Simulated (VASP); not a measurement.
Input of a VASP 6.6.1 run:

The input INCAR:

```
SYSTEM = LiF
PREC = Accurate
ENCUT = 520
EDIFF = 1E-6
ISMEAR = 0
SIGMA = 0.05
LREAL = .FALSE.
LASPH = .TRUE.
NELM = 80
ALGO = Normal
ISIF = 2
LWAVE = .FALSE.
LCHARG = .TRUE.
GGA = CA
LELF = .TRUE.
LVHAR = .TRUE.
NBANDS = 18
```

Contents of KPOINTS:

```
regular mesh
0
G
  9 9 6
  0 0 0
```

File POSCAR:

```
LiF
1.0
    3.1154738578      0.0000000000      0.0000000000
   -1.5577369289      2.6980795057      0.0000000000
    0.0000000000      0.0000000000      4.4071493192
Li F
2 2
Direct
    0.3333333333      0.6666666667      0.4307693551
    0.6666666667      0.3333333333      0.9307693551
    0.3333333333      0.6666666667      0.9910195924
    0.6666666667      0.3333333333      0.4910195924
```

Potentials or basis: VASP PAW LDA potentials, release 64 (Li_sv, F).

Run with:

```sh
$ cat potpaw_LDA.64/Li_sv/POTCAR potpaw_LDA.64/F/POTCAR > POTCAR
$ mpirun -np 1 vasp_std > vasp.out
```

What does it give for the band gap on the k mesh?

7.56 eV, direct.

Predict the largest force.

0.116 eV/Å.

Forces on the atoms (eV/Å):
```
Li   0.000  0.000 -0.116
Li   0.000  0.000 -0.116
F    0.000  0.000  0.116
F    0.000  0.000  0.116
```

 A k mesh can miss the band edges.
